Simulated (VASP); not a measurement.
# TiCo (Pm-3m) in VASP: further runs, part 2 of 2

VASP 6.6.1. Earlier steps stand in the parts before.

## Step 6: Single point, PBEsol, collinear spin, ferrimagnetic start

The input, INCAR:

```
SYSTEM = TiCo
ALGO = Normal
EDIFF = 1E-6
ENCUT = 520
GGA = PS
ISIF = 2
ISMEAR = -1
ISPIN = 2
LASPH = .TRUE.
LCHARG = .TRUE.
LELF = .TRUE.
LMAXMIX = 4
LORBIT = 11
LREAL = .FALSE.
LVHAR = .TRUE.
LWAVE = .FALSE.
MAGMOM = -0.12 1.09
NBANDS = 22
NELM = 150
PREC = Accurate
SIGMA = 0.05
```

The input, KPOINTS:

```
k-points
0
G
  9 9 9
  0 0 0
```

The input, POSCAR:

```
TiCo
1.0
    2.9861109900      0.0000000000      0.0000000000
    0.0000000000      2.9861109900      0.0000000000
    0.0000000000      0.0000000000      2.9861109900
Co Ti
1 1
Direct
    0.5000000000      0.5000000000      0.5000000000
    0.0000000000      0.0000000000      0.0000000000
```

Potentials or basis: VASP PAW PBE potentials, release 64 (Co, Ti_sv).

On the command line:

```
cat potpaw_PBE.64/Co/POTCAR potpaw_PBE.64/Ti_sv/POTCAR > POTCAR
mpirun -np 1 vasp_std > vasp.out
```

OUTCAR:

```text
SYSTEM = TiCo
   EDIFF = 1E-6
   ENCUT = 520
   GGA = PS
   ISIF = 2
   ISMEAR = -1
   ISPIN = 2
   LASPH = .TRUE.
   LORBIT = 11
   LREAL = .FALSE.
   NELM = 150
   PREC = Accurate

 ion  position               nearest neighbor table
   1  0.500  0.500  0.500-   2 2.59   2 2.59   2 2.59   2 2.59   2 2.59   2 2.59   2 2.59   2 2.59

   2  0.000  0.000  0.000-   1 2.59   1 2.59   1 2.59   1 2.59   1 2.59   1 2.59   1 2.59   1 2.59

  LATTYP: Found a simple cubic cell.
 ALAT       =     2.9861109900

  Lattice vectors:

 A1 = (   2.9861109900,   0.0000000000,   0.0000000000)
 A2 = (   0.0000000000,   2.9861109900,   0.0000000000)
 A3 = (   0.0000000000,   0.0000000000,   2.9861109900)

Analysis of symmetry for initial positions (statically):
=====================================================================
 Subroutine PRICEL returns:
 Original cell was already a primitive cell.

 Routine SETGRP: Setting up the symmetry group for a
 simple cubic supercell.

 Subroutine GETGRP returns: Found 48 space group operations
 (whereof 48 operations were pure point group operations)
 out of a pool of 48 trial point group operations.

The static configuration has the point symmetry O_h .

Analysis of symmetry for dynamics (positions and initial velocities):
=====================================================================
 Subroutine PRICEL returns:
 Original cell was already a primitive cell.

 Routine SETGRP: Setting up the symmetry group for a
 simple cubic supercell.

 Subroutine GETGRP returns: Found 48 space group operations
 (whereof 48 operations were pure point group operations)
 out of a pool of 48 trial point group operations.

The dynamic configuration has the point symmetry O_h .

Analysis of structural, dynamic, and magnetic symmetry:
=====================================================================
 Subroutine PRICEL returns:
 Original cell was already a primitive cell.

 Routine SETGRP: Setting up the symmetry group for a
 simple cubic supercell.

 Subroutine GETGRP returns: Found 48 space group operations
 (whereof 48 operations were pure point group operations)
 out of a pool of 48 trial point group operations.

The overall configuration has the point symmetry O_h .

 Subroutine INISYM returns: Found 48 space group operations
 (whereof 48 operations are pure point group operations),
 and found     1 'primitive' translations

----------------------------------------------------------------------------------------

                                     Primitive cell

  volume of cell :      26.6267

  direct lattice vectors                    reciprocal lattice vectors
     2.986110990  0.000000000  0.000000000     0.334883735  0.000000000  0.000000000
     0.000000000  2.986110990  0.000000000     0.000000000  0.334883735  0.000000000
     0.000000000  0.000000000  2.986110990     0.000000000  0.000000000  0.334883735

  length of vectors
     2.986110990  2.986110990  2.986110990     0.334883735  0.334883735  0.334883735

  position of ions in fractional coordinates (direct lattice)
     0.500000000  0.500000000  0.500000000
     0.000000000  0.000000000  0.000000000

  ion indices of the primitive-cell ions
   primitive index   ion index
                 1           1
                 2           2

----------------------------------------------------------------------------------------

 KPOINTS: k-points

Automatic generation of k-mesh.
[... 59 lines left out ...]
   ICHARG =      2    charge: 1-file 2-atom 10-const
   ISPIN  =      2    spin polarized calculation?
   LNONCOLLINEAR =      F non collinear calculations
   LSORBIT =      F    spin-orbit coupling
   LASPH  =      T    aspherical Exc in radial PAW
   ENCUT  =  520.0 eV  38.22 Ry    6.18 a.u.   5.55  5.55  5.55*2*pi/ulx,y,z
   NELM   =    150;   NELMIN=  2; NELMDL= -5     # of ELM steps
   EDIFF  = 0.1E-05   stopping-criterion for ELM
   LREAL  =      F    real-space projection
   EDIFFG = 0.1E-04   stopping-criterion for IOM
   NSW    =      0    number of steps for IOM
   IBRION =     -1    ionic relax: 0-MD 1-quasi-New 2-CG
   NFREE  =      0    steps in history (QN), initial steepest desc. (CG)
   ISIF   =      2    stress and relaxation
   ISYM   =      2    0-nonsym 1-usesym 2-fastsym
   POTIM  = 0.5000    time-step for ionic-motion
   TEBEG  =    0.0;   TEEND  =   0.0 temperature during run
   PSTRESS=    0.0 pullay stress
   NELECT =      21.0000    total number of electrons
   NUPDOWN=      -1.0000    fix difference up-down
   EMIN   =  10.00;   EMAX   =-10.00  energy-range for DOS
   EFERMI =   0.00;   METHOD = LEGACY
   ISMEAR =    -1;   SIGMA  =   0.05  broadening in eV -4-tet -1-fermi 0-gaus
   EFERMI_NEDOS =   21; number of points for ismear=-14 and -15
   IALGO  =     38    algorithm
   IMIX   =      4    mixing-type and parameters
     AMIX     =   0.40;   BMIX     =  1.00
     AMIX_MAG =   1.60;   BMIX_MAG =  1.00
  volume/ion in A,a.u.               =      13.31        89.84
  Fermi-wavevector in a.u.,A,eV,Ry     =   1.512546  2.858298 31.127355  2.287796
  Thomas-Fermi vector in A             =   2.622456
   LORBIT       =     11    0 simple, 1 ext, 2 COOP (PROOUT), +10 PAW based schemes
   GGA     = PS    functional components
   LHFCALC =     F    Hartree Fock is set to
   AEXX    =    0.0000 exact exchange contribution
   IVDW    =     0    specifies the selected vdW correction
   LEPSILON=     F    determine dielectric tensor
   LRPA    =     F    only Hartree local field effects (RPA)
 spin polarized calculation
  energy-cutoff  :      520.00
  volume of cell :       26.63
 maximum number of plane-waves:       739
 NGX is ok and might be reduce to    24
   NGX = 11   NGY = 11   NGZ = 11

 number of electron      21.0000000 magnetization       0.9700000

 number of electron      20.9999983 magnetization      -0.6695675

 Free energy of the ion-electron system (eV)
  ---------------------------------------------------
  ext. energy  EPLUGINS =         0.00000000
  ---------------------------------------------------
  free energy    TOTEN  =       -16.87914147 eV

  energy without entropy =      -16.86049974  energy(sigma->0) =      -16.86982061

 E-fermi :   9.7931     XC(G=0): -12.7325

 val. band max:        9.7653677831   @ k =   0.4444   0.3333   0.2222
 cond. band min:       9.8158583430   @ k =   0.4444   0.4444   0.2222
 fundamental gap:      0.0504905599
 Fermi energy:         9.7930586465

 spin component 1

 k-point     1 :       0.0000    0.0000    0.0000
  band No.  band energies     occupation
      1     -47.1685      1.00000
      2     -23.3610      1.00000
      3     -23.3610      1.00000
      4     -23.3610      1.00000
      5       2.0747      1.00000
      6       6.1904      1.00000
[... 589 lines left out ...]
     21      26.5812      0.00000
     22      29.5176      0.00000

 [... further k-points ...]

 spin component 2

 k-point     1 :       0.0000    0.0000    0.0000
  band No.  band energies     occupation
      1     -47.1521      1.00000
      2     -23.3435      1.00000
      3     -23.3435      1.00000
      4     -23.3435      1.00000
      5       2.0686      1.00000
      6       5.7076      1.00000
[... 589 lines left out ...]
     21      26.5363      0.00000
     22      29.5270      0.00000

 [... further k-points ...]
[... 5 lines left out ...]
  --------------------------------------------------------------------------------------
  -------------------------------------------------------------------------------------
  Total       -1.4533638     -1.4533638     -1.4533638      0.0000000      0.0000000     -0.0000000
  in kB      -87.4514631    -87.4514631    -87.4514631      0.0000000      0.0000000     -0.0000000
  external PRESSURE =     -87.4514631 kB  Pullay stress =       0.0000000 kB

 VOLUME and BASIS-vectors are now :
 -----------------------------------------------------------------------------
  energy-cutoff  :      520.00
  volume of cell :       26.63
      direct lattice vectors                 reciprocal lattice vectors
     2.986110990  0.000000000  0.000000000     0.334883735  0.000000000  0.000000000
     0.000000000  2.986110990  0.000000000     0.000000000  0.334883735  0.000000000
     0.000000000  0.000000000  2.986110990     0.000000000  0.000000000  0.334883735

 POSITION                                       TOTAL-FORCE (eV/Angst)
 -----------------------------------------------------------------------------------
      1.49306      1.49306      1.49306         0.000000      0.000000      0.000000
      0.00000      0.00000      0.00000         0.000000      0.000000      0.000000
 -----------------------------------------------------------------------------------
    total drift:                                0.000000      0.000000     -0.000000

  FREE ENERGIE OF THE ION-ELECTRON SYSTEM (eV)
  ---------------------------------------------------
  free  energy   TOTEN  =       -16.8791414742 eV

  energy  without entropy=      -16.8604997377  energy(sigma->0) =      -16.86982061

 total charge

# of ion       s       p       d       tot
------------------------------------------
    1        0.523   0.452   7.318   8.292
    2        2.248   6.180   1.858  10.286
--------------------------------------------------
tot          2.771   6.632   9.176  18.579

 magnetization (x)

# of ion       s       p       d       tot
------------------------------------------
    1       -0.023   0.004  -0.720  -0.739
    2        0.003   0.010   0.019   0.032
--------------------------------------------------
tot         -0.021   0.015  -0.701  -0.707
```

OSZICAR:

```text
N       E                     dE             d eps       ncg     rms          rms(c)
DAV:   1     0.160802366151E+03    0.16080E+03   -0.94750E+03  3152   0.119E+03
DAV:   2    -0.925537002051E+01   -0.17006E+03   -0.16183E+03  3110   0.300E+02
DAV:   3    -0.190664676350E+02   -0.98111E+01   -0.96321E+01  3766   0.774E+01
DAV:   4    -0.193273475280E+02   -0.26088E+00   -0.26031E+00  3616   0.116E+01
DAV:   5    -0.193355799044E+02   -0.82324E-02   -0.82320E-02  3694   0.192E+00    0.149E+01
DAV:   6    -0.179203344986E+02    0.14152E+01   -0.10666E+01  3490   0.425E+01    0.100E+01
DAV:   7    -0.192079533794E+02   -0.12876E+01   -0.22215E+01  3780   0.366E+01    0.214E+01
DAV:   8    -0.168680458492E+02    0.23399E+01   -0.12069E+01  3624   0.250E+01    0.195E+00
DAV:   9    -0.168604905316E+02    0.75553E-02   -0.22838E-01  3874   0.383E+00    0.179E+00
DAV:  10    -0.168631024100E+02   -0.26119E-02   -0.45084E-02  3594   0.183E+00    0.118E+00
DAV:  11    -0.168683379735E+02   -0.52356E-02   -0.15349E-02  4226   0.100E+00    0.844E-01
DAV:  12    -0.168800942182E+02   -0.11756E-01   -0.62567E-02  3798   0.198E+00    0.663E-01
DAV:  13    -0.168793830467E+02    0.71117E-03   -0.16392E-02  4006   0.956E-01    0.216E-01
DAV:  14    -0.168792650286E+02    0.11802E-03   -0.12155E-03  3904   0.262E-01    0.183E-01
DAV:  15    -0.168791303569E+02    0.13467E-03   -0.31324E-04  4242   0.121E-01    0.703E-02
DAV:  16    -0.168791374911E+02   -0.71343E-05   -0.20180E-04  4120   0.105E-01    0.159E-02
DAV:  17    -0.168791409948E+02   -0.35037E-05   -0.28766E-05  4720   0.401E-02    0.516E-03
DAV:  18    -0.168791414742E+02   -0.47940E-06   -0.47174E-06  2604   0.191E-02
   1 F= -.16879141E+02 E0= -.16869821E+02  d E =-.186417E-01  mag=    -0.6703
```

stdout:

```text
POSCAR found type information on POSCAR CoTi
 POSCAR found :  2 types and       2 ions
 scaLAPACK will be used
 -----------------------------------------------------------------------------
|                                                                             |
|                                                                             |
|     You enforced a specific xc type in the INCAR file but a different       |
|     I HOPE YOU KNOW WHAT YOU ARE DOING!                                     |
|                                                                             |
 -----------------------------------------------------------------------------

 LDA part: xc-table for (Slater+PW92), standard interpolation
 POSCAR, INCAR and KPOINTS ok, starting setup
 FFT: planning ... GRIDC
 FFT: planning ... GRID_SOFT
 FFT: planning ... GRID
 WAVECAR not read
 entering main loop
```

It took 18 s on 1 thread of Intel Xeon 6975P-C (Granite Rapids), shared host; peak memory 0.17 GiB.

Results:

| Quantity | Value |
| --- | --- |
| Free energy | -16.8791 eV |
| Pressure | -8.7 GPa |
| Net moment | -0.67 μB per cell |
| Site moments | Co -0.74; Ti +0.03 μB |
| Valence electrons inside the program's atomic spheres | Co 8.29; Ti 10.29 |

Levels at points of the mesh, in eV from the Fermi level:
Spin up:
```tsv
k point	band 6	band 7	band 8	band 9	band 10	band 11	band 12	band 13	band 14	band 15
(0.00, 0.00, 0.00)	-3.60	-3.60	-1.32	-1.32	-1.32	0.93	0.93	2.75	2.75	2.75
```
Spin down:
| k point | band 7 | band 8 | band 9 | band 10 | band 11 | band 12 | band 13 | band 14 |
| --- | --- | --- | --- | --- | --- | --- | --- | --- |
| (0.00, 0.00, 0.00) | -4.09 | -1.79 | -1.79 | -1.79 | 0.52 | 0.52 | 2.67 | 2.67 |

Caveat: the PAW data sets were made with another functional, which shifts forces and pressure a little.

## Step 7: Overview

```csv
spin,fixed moment (μB),k mesh,gap on the mesh (eV),pressure (GPa),moment (μB)
off,-,9 × 9 × 9,none,-9.7,-
"collinear, zero start",0.0,8 × 8 × 8,-,-9.8,0.00
"collinear, ferrimagnetic start",-,9 × 9 × 9,none,-8.7,0.67
```

Alike in all rows: task single point; level PBEsol; potentials or basis VASP PAW PBE potentials, release 64 (Co, Ti_sv); cell as given; cutoff (eV) 520; smearing fermi-dirac 0.05 eV.

Caveats: the PAW data sets were made with another functional, which shifts forces and pressure a little; the total moment is fixed, so each spin has its own Fermi level (some runs).

Total energies depend on the potentials used, so only differences within one code and one set of settings carry meaning.
